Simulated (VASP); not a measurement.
# In (Im-3m) in VASP: single point with PBE

Aim: the single point of In with PBE.

Program: VASP 6.6.1. These are calculated values, not measurements. Logs are shortened: lines on timing, memory, paths and dates and some standing lists are left out, and cuts for length are marked.

**1. The cell of the first run**

Symmetry: Im-3m, No. 229, cubic system. Conventional cell: a = 3.832 Å, b = 3.832 Å, c = 3.832 Å, α = 90.00°, β = 90.00°, γ = 90.00°. Within 4.4 Å of In (site symmetry m-3m) lie 14 In at 3.32 to 3.83 Å.

**2. Single point, PBE**

INCAR

```
PREC = Accurate
ENCUT = 520
EDIFF = 1E-6
ISMEAR = -1
SIGMA = 0.13605693000000002
LREAL = False
LASPH = True
NELM = 100
ALGO = Normal
ISIF = 2
LWAVE = False
LCHARG = False
GGA = PE
NBANDS = 12
```

KPOINTS

```
Automatic mesh
0
Gamma
  12 12 12
```

POSCAR

```
In
1.0
   -1.9159325061      1.9159325061      1.9159325061
    1.9159325061     -1.9159325061      1.9159325061
    1.9159325061      1.9159325061     -1.9159325061
In
1
Direct
    0.0000000000      0.0000000000      0.0000000000
```

Potentials or basis: VASP PAW PBE potentials, release 64 (In_d).

The run is started by

```console
cat potpaw_PBE.64/In_d/POTCAR > POTCAR
mpirun -np 1 vasp_std > vasp.out
```

OUTCAR:

```text
PREC = Accurate
   ENCUT = 520
   EDIFF = 1E-6
   ISMEAR = -1
   LREAL = False
   LASPH = True
   NELM = 100
   ISIF = 2
   GGA = PE

 ion  position               nearest neighbor table
   1  0.000  0.000  0.000-

  LATTYP: Found a body centered cubic cell.
 ALAT       =     3.8318650122

  Lattice vectors:

 A1 = (  -1.9159325061,   1.9159325061,   1.9159325061)
 A2 = (   1.9159325061,  -1.9159325061,   1.9159325061)
 A3 = (   1.9159325061,   1.9159325061,  -1.9159325061)

Analysis of symmetry for initial positions (statically):
=====================================================================
 Subroutine PRICEL returns:
 Original cell was already a primitive cell.

 Routine SETGRP: Setting up the symmetry group for a
 body centered cubic supercell.

 Subroutine GETGRP returns: Found 48 space group operations
 (whereof 48 operations were pure point group operations)
 out of a pool of 48 trial point group operations.

The static configuration has the point symmetry O_h .

Analysis of symmetry for dynamics (positions and initial velocities):
=====================================================================
 Subroutine PRICEL returns:
 Original cell was already a primitive cell.

 Routine SETGRP: Setting up the symmetry group for a
 body centered cubic supercell.

 Subroutine GETGRP returns: Found 48 space group operations
 (whereof 48 operations were pure point group operations)
 out of a pool of 48 trial point group operations.

The dynamic configuration has the point symmetry O_h .

 Subroutine INISYM returns: Found 48 space group operations
 (whereof 48 operations are pure point group operations),
 and found     1 'primitive' translations

----------------------------------------------------------------------------------------

                                     Primitive cell

  volume of cell :      28.1320

  direct lattice vectors                    reciprocal lattice vectors
    -1.915932506  1.915932506  1.915932506     0.000000000  0.260969527  0.260969527
     1.915932506 -1.915932506  1.915932506     0.260969527  0.000000000  0.260969527
     1.915932506  1.915932506 -1.915932506     0.260969527  0.260969527  0.000000000

  length of vectors
     3.318492444  3.318492444  3.318492444     0.369066645  0.369066645  0.369066645

  position of ions in fractional coordinates (direct lattice)
     0.000000000  0.000000000  0.000000000

  ion indices of the primitive-cell ions
   primitive index   ion index
                 1           1

----------------------------------------------------------------------------------------

 KPOINTS: Automatic mesh

Automatic generation of k-mesh.
 Grid dimensions read from file:
 generate k-points for:   12   12   12

 Generating k-lattice:

  Cartesian coordinates                     Fractional coordinates (reciprocal lattice)
     0.000000000  0.021747461  0.021747461     0.083333333  0.000000000  0.000000000
     0.021747461  0.000000000  0.021747461     0.000000000  0.083333333  0.000000000
     0.021747461  0.021747461  0.000000000     0.000000000  0.000000000  0.083333333

  Length of vectors
     0.030755554  0.030755554  0.030755554

  Shift w.r.t. Gamma in fractional coordinates (k-lattice)
     0.000000000  0.000000000  0.000000000

 Subroutine IBZKPT returns following result:
 ===========================================

 Found     72 irreducible k-points:

 Following reciprocal coordinates:
            Coordinates               Weight
  0.000000  0.000000  0.000000      1.000000
  0.083333  0.000000  0.000000     12.000000
  0.166667  0.000000  0.000000     12.000000
  0.250000  0.000000  0.000000     12.000000
  0.333333  0.000000  0.000000     12.000000
  0.416667  0.000000  0.000000     12.000000
[... 16 lines left out ...]
  0.333333  0.083333  0.083333     24.000000
  0.416667  0.083333  0.083333     12.000000
 [... further k-points ...]
   k-points           NKPTS =     72   k-points in BZ     NKDIM =     72   number of bands    NBANDS=     12
   number of dos      NEDOS =    301   number of ions     NIONS =      1
   total plane-waves  NPLWV =  21952
   dimension x,y,z NGX =    28 NGY =   28 NGZ =   28
   dimension x,y,z NGXF=    56 NGYF=   56 NGZF=   56
   ions per type =               1
   NGX,Y,Z   is equivalent  to a cutoff of  14.03, 14.03, 14.03 a.u.
   NGXF,Y,Z  is equivalent  to a cutoff of  28.05, 28.05, 28.05 a.u.
 SYSTEM =  unknown system
   PREC   = accura    normal or accurate (medium, high low for compatibility)
   ISTART =      0    job   : 0-new  1-cont  2-samecut
   ICHARG =      2    charge: 1-file 2-atom 10-const
   ISPIN  =      1    spin polarized calculation?
   LNONCOLLINEAR =      F non collinear calculations
   LSORBIT =      F    spin-orbit coupling
   LASPH  =      T    aspherical Exc in radial PAW
   ENCUT  =  520.0 eV  38.22 Ry    6.18 a.u.   6.17  6.17  6.17*2*pi/ulx,y,z
   NELM   =    100;   NELMIN=  2; NELMDL= -5     # of ELM steps
   EDIFF  = 0.1E-05   stopping-criterion for ELM
   LREAL  =      F    real-space projection
   EDIFFG = 0.1E-04   stopping-criterion for IOM
   NSW    =      0    number of steps for IOM
   IBRION =     -1    ionic relax: 0-MD 1-quasi-New 2-CG
   NFREE  =      0    steps in history (QN), initial steepest desc. (CG)
   ISIF   =      2    stress and relaxation
   ISYM   =      2    0-nonsym 1-usesym 2-fastsym
   POTIM  = 0.5000    time-step for ionic-motion
   TEBEG  =    0.0;   TEEND  =   0.0 temperature during run
   PSTRESS=    0.0 pullay stress
   NELECT =      13.0000    total number of electrons
   NUPDOWN=      -1.0000    fix difference up-down
   EMIN   =  10.00;   EMAX   =-10.00  energy-range for DOS
   EFERMI =   0.00;   METHOD = LEGACY
   ISMEAR =    -1;   SIGMA  =   0.14  broadening in eV -4-tet -1-fermi 0-gaus
   EFERMI_NEDOS =   21; number of points for ismear=-14 and -15
   IALGO  =     38    algorithm
   IMIX   =      4    mixing-type and parameters
     AMIX     =   0.40;   BMIX     =  1.00
     AMIX_MAG =   1.60;   BMIX_MAG =  1.00
  volume/ion in A,a.u.               =      28.13       189.84
  Fermi-wavevector in a.u.,A,eV,Ry     =   1.265676  2.391780 21.795646  1.601935
  Thomas-Fermi vector in A             =   2.398916
   LORBIT       =      0    0 simple, 1 ext, 2 COOP (PROOUT), +10 PAW based schemes
   GGA     = PE    functional components
   LHFCALC =     F    Hartree Fock is set to
   AEXX    =    0.0000 exact exchange contribution
   IVDW    =     0    specifies the selected vdW correction
   LEPSILON=     F    determine dielectric tensor
   LRPA    =     F    only Hartree local field effects (RPA)
 non-spin polarized calculation
  energy-cutoff  :      520.00
  volume of cell :       28.13
 maximum number of plane-waves:       784
 NGX is ok and might be reduce to    28
   NGX = 13   NGY = 13   NGZ = 13

 number of electron      13.0000006 magnetization

 Free energy of the ion-electron system (eV)
  ---------------------------------------------------
  ext. energy  EPLUGINS =         0.00000000
  ---------------------------------------------------
  free energy    TOTEN  =        -2.56130486 eV

  energy without entropy =       -2.52931852  energy(sigma->0) =       -2.54531169

 E-fermi :   6.7354     XC(G=0):  -9.9143

 val. band max:        6.7258575353   @ k =  -0.4167   0.4167   0.2500
 cond. band min:       6.8918149358   @ k =  -0.3333   0.4167   0.0833
 fundamental gap:      0.1659574005
 Fermi energy:         6.7354144557

 k-point     1 :       0.0000    0.0000    0.0000
  band No.  band energies     occupation
      1      -7.8795      2.00000
      2      -7.8795      2.00000
      3      -7.8795      2.00000
      4      -7.6492      2.00000
      5      -7.6492      2.00000
      6      -2.3262      2.00000
      7      17.0679      0.00000
      8      17.0679      0.00000
      9      17.0679      0.00000
     10      19.5096      0.00000
     11      19.5096      0.00000
     12      19.5096      0.00000

 k-point     2 :       0.0833    0.0000    0.0000
  band No.  band energies     occupation
      1      -7.8856      2.00000
      2      -7.8735      2.00000
      3      -7.8555      2.00000
      4      -7.6557      2.00000
      5      -7.6495      2.00000
      6      -2.1743      2.00000
      7      15.6436      0.00000
      8      16.4015      0.00000
      9      16.7555      0.00000
     10      18.5428      0.00000
     11      18.8862      0.00000
     12      19.3296      0.00000

 k-point     3 :       0.1667    0.0000    0.0000
  band No.  band energies     occupation
      1      -7.9022      2.00000
      2      -7.8613      2.00000
      3      -7.7894      2.00000
      4      -7.6707      2.00000
      5      -7.6503      2.00000
      6      -1.7151      2.00000
      7      12.9531      0.00000
      8      15.1754      0.00000
      9      15.9587      0.00000
     10      17.7266      0.00000
     11      18.0304      0.00000
     12      19.5305      0.00000

 k-point     4 :       0.2500    0.0000    0.0000
  band No.  band energies     occupation
      1      -7.9248      2.00000
      2      -7.8582      2.00000
      3      -7.6972      2.00000
      4      -7.6810      2.00000
      5      -7.6512      2.00000
      6      -0.9425      2.00000
      7      10.2226      0.00000
      8      14.0113      0.00000
      9      15.0877      0.00000
     10      17.1134      0.00000
     11      17.3386      0.00000
     12      20.2315      0.00000

 k-point     5 :       0.3333    0.0000    0.0000
  band No.  band energies     occupation
      1      -7.9472      2.00000
      2      -7.8729      2.00000
      3      -7.6769      2.00000
      4      -7.6518      2.00000
      5      -7.6028      2.00000
      6       0.1448      2.00000
      7       7.6841      0.00187
      8      13.0994      0.00000
      9      14.3869      0.00000
     10      16.6886      0.00000
     11      16.8460      0.00000
     12      21.2683      0.00000
[... 228 lines left out ...]
      1      -7.9127      2.00000
      2      -7.8782      2.00000
      3      -7.6788      2.00000
      4      -7.6674      2.00000
      5      -7.6567      2.00000
      6      -0.6306      2.00000
      7      10.2437      0.00000
      8      12.2109      0.00000
      9      12.9506      0.00000
     10      19.4886      0.00000
     11      19.7490      0.00000
     12      20.6653      0.00000

 k-point    22 :       0.2500    0.0833    0.0833
  band No.  band energies     occupation
      1      -7.9328      2.00000
      2      -7.8699      2.00000
      3      -7.6739      2.00000
      4      -7.6536      2.00000
      5      -7.6112      2.00000
      6       0.4546      2.00000
      7       7.8880      0.00042
      8      11.2277      0.00000
      9      12.2661      0.00000
     10      19.1380      0.00000
     11      19.3803      0.00000
     12      21.6419      0.00000

 k-point    23 :       0.3333    0.0833    0.0833
  band No.  band energies     occupation
      1      -7.9465      2.00000
      2      -7.8719      2.00000
      3      -7.6644      2.00000
      4      -7.6521      2.00000
      5      -7.5684      2.00000
      6       1.8233      2.00000
      7       5.6995      1.99901
      8      10.6649      0.00000
      9      11.8466      0.00000
     10      18.8655      0.00000
     11      19.0715      0.00000
     12      22.8591      0.00000

 k-point    24 :       0.4167    0.0833    0.0833
  band No.  band energies     occupation
      1      -7.9514      2.00000
      2      -7.8746      2.00000
      3      -7.6590      2.00000
      4      -7.6517      2.00000
      5      -7.5528      2.00000
      6       3.0452      2.00000
      7       4.1988      2.00000
      8      10.4781      0.00000
      9      11.7054      0.00000
     10      18.7702      0.00000
     11      18.9636      0.00000
     12      23.6253      0.00000

 [... further k-points ...]

------------------------ aborting loop because EDIFF is reached ----------------------------------------

  FORCE on cell =-STRESS in cart. coord.  units (eV):
  Direction    XX          YY          ZZ          XY          YZ          ZX
  --------------------------------------------------------------------------------------
  -------------------------------------------------------------------------------------
  Total       -0.0642990     -0.0642990     -0.0642990     -0.0000000      0.0000000     -0.0000000
  in kB       -3.6619634     -3.6619634     -3.6619634     -0.0000000      0.0000000     -0.0000000
  external PRESSURE =      -3.6619634 kB  Pullay stress =       0.0000000 kB

 VOLUME and BASIS-vectors are now :
 -----------------------------------------------------------------------------
  energy-cutoff  :      520.00
  volume of cell :       28.13
      direct lattice vectors                 reciprocal lattice vectors
    -1.915932506  1.915932506  1.915932506     0.000000000  0.260969527  0.260969527
     1.915932506 -1.915932506  1.915932506     0.260969527  0.000000000  0.260969527
     1.915932506  1.915932506 -1.915932506     0.260969527  0.260969527  0.000000000

 POSITION                                       TOTAL-FORCE (eV/Angst)
 -----------------------------------------------------------------------------------
      0.00000      0.00000      0.00000         0.000000      0.000000      0.000000
 -----------------------------------------------------------------------------------
    total drift:                               -0.000000     -0.000000     -0.000000

  FREE ENERGIE OF THE ION-ELECTRON SYSTEM (eV)
  ---------------------------------------------------
  free  energy   TOTEN  =        -2.5613048560 eV

  energy  without entropy=       -2.5293185242  energy(sigma->0) =       -2.54531169
```

Run time: 12 s. Hardware: 1 thread of Intel Xeon Platinum 8559C (Emerald Rapids), shared host; peak memory 0.16 GiB.

Results:

```yaml
Free_energy: -2.5613 eV
Pressure: -0.4 GPa
```

Levels at points of the mesh, in eV from the Fermi level:
| k point | band 4 | band 5 | band 6 | band 7 | band 8 | band 9 |
| --- | --- | --- | --- | --- | --- | --- |
| (0.00, 0.00, 0.00) | -14.38 | -14.38 | -9.06 | 10.33 | 10.33 | 10.33 |
| (0.50, 0.00, 0.00) | -14.39 | -14.24 | -3.92 | -2.90 | 5.59 | 7.06 |
| (0.50, 0.50, 0.50) | -14.28 | -14.28 | 0.52 | 1.26 | 1.26 | 1.26 |

Caveat: spin-orbit coupling is left out, which moves the levels of the heavy elements.
